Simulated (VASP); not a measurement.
# CuO (P4_2/mmc) in VASP: notebook

Runs on CuO. Level: PBE. Tasks: single point.

Everything below comes from runs of VASP 6.6.1. Logs are shortened: lines on timing, memory, paths and dates and some standing lists are left out, and cuts for length are marked.

**1. The cell of the first run**

Symmetry: P4_2/mmc, No. 131, tetragonal system. The conventional cell has a = 2.719 Å, b = 2.719 Å, c = 5.151 Å, α = 90.00°, β = 90.00°, γ = 90.00°. Within 2.5 Å of Cu (site symmetry mmm) lie 4 O at 1.87 Å. Within 2.5 Å of O (site symmetry -4m2) lie 4 Cu at 1.87 Å.

**2. Single point, PBE**

Contents of INCAR:

```
SYSTEM = CuO
PREC = Accurate
ENCUT = 520
EDIFF = 1E-6
ISMEAR = -1
SIGMA = 0.05
LREAL = .FALSE.
LASPH = .TRUE.
NELM = 80
ALGO = Normal
ISIF = 2
LWAVE = .FALSE.
LCHARG = .FALSE.
GGA = PE
NBANDS = 25
```

Contents of KPOINTS:

```
Automatic mesh
0
G
  8 8 6
  0 0 0
```

Contents of POSCAR:

```
CuO
1.0
    2.7190595429      0.0000000000      0.0000000000
    0.0000000000      2.7190595429      0.0000000000
    0.0000000000      0.0000000000      5.1512070128
Cu O
2 2
Direct
    0.0000000000      0.5000000000      0.0000000000
    0.5000000000      0.0000000000      0.5000000000
    0.0000000000      0.0000000000      0.2500000000
    0.0000000000      0.0000000000      0.7500000000
```

Potentials or basis: VASP PAW PBE potentials, release 64 (Cu, O).

Command:

```sh
$ cat potpaw_PBE.64/Cu/POTCAR potpaw_PBE.64/O/POTCAR > POTCAR
$ mpirun -np 1 vasp_std > vasp.out
```

OUTCAR:

```text
SYSTEM = CuO
   PREC = Accurate
   ENCUT = 520
   EDIFF = 1E-6
   ISMEAR = -1
   LREAL = .FALSE.
   LASPH = .TRUE.
   NELM = 80
   ISIF = 2
   GGA = PE

 ion  position               nearest neighbor table
   1  0.000  0.500  0.000-   3 1.87   4 1.87   3 1.87   4 1.87
   2  0.500  0.000  0.500-   3 1.87   4 1.87   3 1.87   4 1.87
   3  0.000  0.000  0.250-   1 1.87   2 1.87   1 1.87   2 1.87
   4  0.000  0.000  0.750-   1 1.87   2 1.87   1 1.87   2 1.87

  LATTYP: Found a simple tetragonal cell.
 ALAT       =     2.7190595429
 C/A-ratio  =     1.8944811364

  Lattice vectors:

 A1 = (   2.7190595429,   0.0000000000,   0.0000000000)
 A2 = (   0.0000000000,   2.7190595429,   0.0000000000)
 A3 = (   0.0000000000,   0.0000000000,   5.1512070128)

Analysis of symmetry for initial positions (statically):
=====================================================================
 Subroutine PRICEL returns:
 Original cell was already a primitive cell.

 Routine SETGRP: Setting up the symmetry group for a
 simple tetragonal supercell.

 Subroutine GETGRP returns: Found 16 space group operations
 (whereof  8 operations were pure point group operations)
 out of a pool of 16 trial point group operations.

The static configuration has the point symmetry D_2h.
 The point group associated with its full space group is D_4h.

Analysis of symmetry for dynamics (positions and initial velocities):
=====================================================================
 Subroutine PRICEL returns:
 Original cell was already a primitive cell.

 Routine SETGRP: Setting up the symmetry group for a
 simple tetragonal supercell.

 Subroutine GETGRP returns: Found 16 space group operations
 (whereof  8 operations were pure point group operations)
 out of a pool of 16 trial point group operations.

The dynamic configuration has the point symmetry D_2h.
 The point group associated with its full space group is D_4h.

 Subroutine INISYM returns: Found 16 space group operations
 (whereof  8 operations are pure point group operations),
 and found     1 'primitive' translations

----------------------------------------------------------------------------------------

                                     Primitive cell

  volume of cell :      38.0843

  direct lattice vectors                    reciprocal lattice vectors
[... 82 lines left out ...]
   PREC   = accura    normal or accurate (medium, high low for compatibility)
   ISTART =      0    job   : 0-new  1-cont  2-samecut
   ICHARG =      2    charge: 1-file 2-atom 10-const
   ISPIN  =      1    spin polarized calculation?
   LNONCOLLINEAR =      F non collinear calculations
   LSORBIT =      F    spin-orbit coupling
   LASPH  =      T    aspherical Exc in radial PAW
   ENCUT  =  520.0 eV  38.22 Ry    6.18 a.u.   5.06  5.06  9.58*2*pi/ulx,y,z
   NELM   =     80;   NELMIN=  2; NELMDL= -5     # of ELM steps
   EDIFF  = 0.1E-05   stopping-criterion for ELM
   LREAL  =      F    real-space projection
   EDIFFG = 0.1E-04   stopping-criterion for IOM
   NSW    =      0    number of steps for IOM
   IBRION =     -1    ionic relax: 0-MD 1-quasi-New 2-CG
   NFREE  =      0    steps in history (QN), initial steepest desc. (CG)
   ISIF   =      2    stress and relaxation
   ISYM   =      2    0-nonsym 1-usesym 2-fastsym
   POTIM  = 0.5000    time-step for ionic-motion
   TEBEG  =    0.0;   TEEND  =   0.0 temperature during run
   PSTRESS=    0.0 pullay stress
   NELECT =      34.0000    total number of electrons
   NUPDOWN=      -1.0000    fix difference up-down
   EMIN   =  10.00;   EMAX   =-10.00  energy-range for DOS
   EFERMI =   0.00;   METHOD = LEGACY
   ISMEAR =    -1;   SIGMA  =   0.05  broadening in eV -4-tet -1-fermi 0-gaus
   EFERMI_NEDOS =   21; number of points for ismear=-14 and -15
   IALGO  =     38    algorithm
   IMIX   =      4    mixing-type and parameters
     AMIX     =   0.40;   BMIX     =  1.00
     AMIX_MAG =   1.60;   BMIX_MAG =  1.00
  volume/ion in A,a.u.               =       9.52        64.25
  Fermi-wavevector in a.u.,A,eV,Ry     =   1.576349  2.978867 33.808785  2.484876
  Thomas-Fermi vector in A             =   2.677195
   LORBIT       =      0    0 simple, 1 ext, 2 COOP (PROOUT), +10 PAW based schemes
   GGA     = PE    functional components
   LHFCALC =     F    Hartree Fock is set to
   AEXX    =    0.0000 exact exchange contribution
   IVDW    =     0    specifies the selected vdW correction
   LEPSILON=     F    determine dielectric tensor
   LRPA    =     F    only Hartree local field effects (RPA)
 non-spin polarized calculation
  energy-cutoff  :      520.00
  volume of cell :       38.08
 maximum number of plane-waves:      1040
   NGX = 11   NGY = 11   NGZ = 19

 number of electron      33.9999959 magnetization

 Free energy of the ion-electron system (eV)
  ---------------------------------------------------
  ext. energy  EPLUGINS =         0.00000000
  ---------------------------------------------------
  free energy    TOTEN  =       -19.15134118 eV

  energy without entropy =      -19.13499336  energy(sigma->0) =      -19.14316727

 E-fermi :   6.8773     XC(G=0): -12.2101

 val. band max:        6.8547204188   @ k =   0.2500   0.1250   0.5000
 cond. band min:       6.8788595593   @ k =   0.5000   0.0000   0.5000
 fundamental gap:      0.0241391404
 Fermi energy:         6.8773105522

 k-point     1 :       0.0000    0.0000    0.0000
  band No.  band energies     occupation
      1     -14.1637      2.00000
      2     -12.7237      2.00000
      3      -2.6752      2.00000
      4       0.6914      2.00000
      5       0.6914      2.00000
      6       2.2958      2.00000
[... 661 lines left out ...]
     24      21.8203      0.00000
     25      22.3572      0.00000

 [... further k-points ...]
[... 5 lines left out ...]
  --------------------------------------------------------------------------------------
  -------------------------------------------------------------------------------------
  Total        7.3329917      7.3329917      7.5442340      0.0000000      0.0000000      0.0000000
  in kB      308.4930169    308.4930169    317.3798070      0.0000000      0.0000000      0.0000000
  external PRESSURE =     311.4552803 kB  Pullay stress =       0.0000000 kB

 VOLUME and BASIS-vectors are now :
 -----------------------------------------------------------------------------
  energy-cutoff  :      520.00
  volume of cell :       38.08
      direct lattice vectors                 reciprocal lattice vectors
     2.719059543  0.000000000  0.000000000     0.367774219  0.000000000  0.000000000
     0.000000000  2.719059543  0.000000000     0.000000000  0.367774219  0.000000000
     0.000000000  0.000000000  5.151207013     0.000000000  0.000000000  0.194129259

 POSITION                                       TOTAL-FORCE (eV/Angst)
 -----------------------------------------------------------------------------------
      0.00000      1.35953      0.00000         0.000000     -0.000000      0.000000
      1.35953      0.00000      2.57560         0.000000     -0.000000      0.000000
      0.00000      0.00000      1.28780        -0.000000      0.000000     -0.000000
      0.00000      0.00000      3.86341         0.000000     -0.000000     -0.000000
 -----------------------------------------------------------------------------------
    total drift:                               -0.000000      0.000000      0.000000

  FREE ENERGIE OF THE ION-ELECTRON SYSTEM (eV)
  ---------------------------------------------------
  free  energy   TOTEN  =       -19.1513411842 eV

  energy  without entropy=      -19.1349933563  energy(sigma->0) =      -19.14316727
```

Run time: 39 s. Hardware: 1 thread of Intel Xeon Platinum 8559C (Emerald Rapids), shared host; peak memory 0.17 GiB.

Results:

| Item | Value |
| --- | --- |
| Free energy | -19.1513 eV |
| Pressure | 31.1 GPa |
| Band gap on the k mesh | zero (band 17 reaches 7.55 eV, above the bottom of band 18 at 6.35 eV) |

Levels at points of the mesh, in eV from the Fermi level:
```tsv
k point	band 15	band 16	band 17	band 18	band 19	band 20
(0.00, 0.00, 0.00)	-2.70	-2.57	0.68	0.68	1.85	6.54
(0.50, 0.00, 0.00)	-1.82	-1.72	0.26	0.41	2.99	6.62
(0.50, 0.50, 0.00)	-1.71	-1.27	-1.27	1.39	1.96	7.04
(0.00, 0.00, 0.50)	-1.72	-1.72	0.02	0.02	3.99	3.99
(0.50, 0.00, 0.50)	-2.25	-2.07	0.00	0.70	3.98	6.38
(0.50, 0.50, 0.50)	-1.54	-1.54	-0.38	-0.38	3.88	3.88
```

Caveat: semilocal functionals often make such compounds metallic where correlation or magnetic order opens a gap, which also shifts bond lengths.

**3. Single point, PBE**

This run uses another cell than the first one, of 9.96 Å³/atom, 1.046 times its volume.

Contents of INCAR:

```
SYSTEM = CuO
ALGO = Normal ; EDIFF = 1E-6
ENCUT = 520 ; GGA = PE
ISIF = 2 ; ISMEAR = -1
LASPH = .TRUE. ; LCHARG = .FALSE.
LREAL = .FALSE. ; LWAVE = .FALSE.
NBANDS = 25 ; NELM = 60
PREC = Accurate ; SIGMA = 0.05
```

Contents of KPOINTS:

```
k-points
0
G
  8 8 6
  0 0 0
```

Contents of POSCAR:

```
CuO
1.0
    2.7837742010      0.0000000000      0.0000000000
    0.0000000000      2.7837742010      0.0000000000
    0.0000000000      0.0000000000      5.1394099216
Cu O
2 2
Direct
    0.0000000000      0.5000000000      0.0000000000
    0.5000000000      0.0000000000      0.5000000000
    0.0000000000      0.0000000000      0.2500000000
    0.0000000000      0.0000000000      0.7500000000
```

Potentials or basis: VASP PAW PBE potentials, release 64 (Cu, O).

Command:

```sh
$ cat potpaw_PBE.64/Cu/POTCAR potpaw_PBE.64/O/POTCAR > POTCAR
$ mpirun -np 1 vasp_std > vasp.out
```

OUTCAR:

```text
SYSTEM = CuO
   EDIFF = 1E-6
   ENCUT = 520
   GGA = PE
   ISIF = 2
   ISMEAR = -1
   LASPH = .TRUE.
   LREAL = .FALSE.
   NELM = 60
   PREC = Accurate

 ion  position               nearest neighbor table
   1  0.000  0.500  0.000-   3 1.89   4 1.89   3 1.89   4 1.89
   2  0.500  0.000  0.500-   3 1.89   4 1.89   3 1.89   4 1.89
   3  0.000  0.000  0.250-   1 1.89   2 1.89   1 1.89   2 1.89
   4  0.000  0.000  0.750-   1 1.89   2 1.89   1 1.89   2 1.89

  LATTYP: Found a simple tetragonal cell.
 ALAT       =     2.7837742010
 C/A-ratio  =     1.8462021524

  Lattice vectors:

[... 863 lines left out ...]
 [... further k-points ...]
[... 5 lines left out ...]
  --------------------------------------------------------------------------------------
  -------------------------------------------------------------------------------------
  Total        5.1650835      5.1650835      5.3420152     -0.0000000      0.0000000      0.0000000
  in kB      207.7813941    207.7813941    214.8990171     -0.0000000      0.0000000      0.0000000
  external PRESSURE =     210.1539351 kB  Pullay stress =       0.0000000 kB

 VOLUME and BASIS-vectors are now :
 -----------------------------------------------------------------------------
  energy-cutoff  :      520.00
  volume of cell :       39.83
      direct lattice vectors                 reciprocal lattice vectors
     2.783774201  0.000000000  0.000000000     0.359224538  0.000000000  0.000000000
     0.000000000  2.783774201  0.000000000     0.000000000  0.359224538  0.000000000
     0.000000000  0.000000000  5.139409922     0.000000000  0.000000000  0.194574867

 POSITION                                       TOTAL-FORCE (eV/Angst)
 -----------------------------------------------------------------------------------
      0.00000      1.39189      0.00000         0.000000      0.000000      0.000000
      1.39189      0.00000      2.56970         0.000000      0.000000      0.000000
      0.00000      0.00000      1.28485         0.000000      0.000000      0.000000
      0.00000      0.00000      3.85456         0.000000     -0.000000     -0.000000
 -----------------------------------------------------------------------------------
    total drift:                                0.000000      0.000000     -0.000000

  FREE ENERGIE OF THE ION-ELECTRON SYSTEM (eV)
  ---------------------------------------------------
  free  energy   TOTEN  =       -19.4323488826 eV

  energy  without entropy=      -19.4161362642  energy(sigma->0) =      -19.42424257
```

stdout:

```text
POSCAR found type information on POSCAR CuO
 POSCAR found :  2 types and       4 ions
 scaLAPACK will be used
 LDA part: xc-table for (Slater+PW92), standard interpolation
 POSCAR, INCAR and KPOINTS ok, starting setup
 FFT: planning ... GRIDC
 FFT: planning ... GRID_SOFT
 FFT: planning ... GRID
 WAVECAR not read
 entering main loop
```

Run time: 39 s. Hardware: 1 thread of Intel Xeon Platinum 8559C (Emerald Rapids), shared host; peak memory 0.18 GiB.

Results:

| Property | Result |
| --- | --- |
| Free energy | -19.4323 eV |
| Pressure | 21.0 GPa |
| Band gap on the k mesh | zero (band 17 reaches 6.95 eV, above the bottom of band 18 at 5.76 eV) |

Caveat: semilocal functionals often make such compounds metallic where correlation or magnetic order opens a gap, which also shifts bond lengths.

(Continued in part 2 of 2.)
